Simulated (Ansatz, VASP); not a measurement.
## Ir: VASP beside Ansatz

```
Ir
1.0
     0.00000    1.90609    1.90609
     1.90609    0.00000    1.90609
     1.90609    1.90609    0.00000
Ir
1
Direct
  0.00000 0.00000 0.00000
```

Alike in both runs: task single point; functional LDA; k mesh 14 × 14 × 14; occupations fermi-dirac, width 0.1 eV; non-collinear spin, spin-orbit coupling.

|  | VASP | Ansatz |
| --- | --- | --- |
| version | VASP 6.6.1 | Ansatz 0.2.0 |
| potentials or method | VASP PAW LDA potentials, release 64 (Ir), cutoff 500 eV | plane waves (420 eV) with PAW, fully relativistic with spin-orbit coupling |
| valence electrons in the cell | 9 | 17 |

|  | VASP | Ansatz | Ansatz less VASP |
| --- | --- | --- | --- |
| net moment per atom (μB) | 0.00 | 0.00 | 0.000 |

Ansatz warns that its potentials were made for another functional, while VASP's fit it. LDA's correlation is that of Perdew and Zunger in VASP and of Perdew and Wang (1992) in Ansatz. VASP's potentials hold 9 valence electrons a cell and Ansatz's 17, so a difference there can come from the potentials and not from the codes.
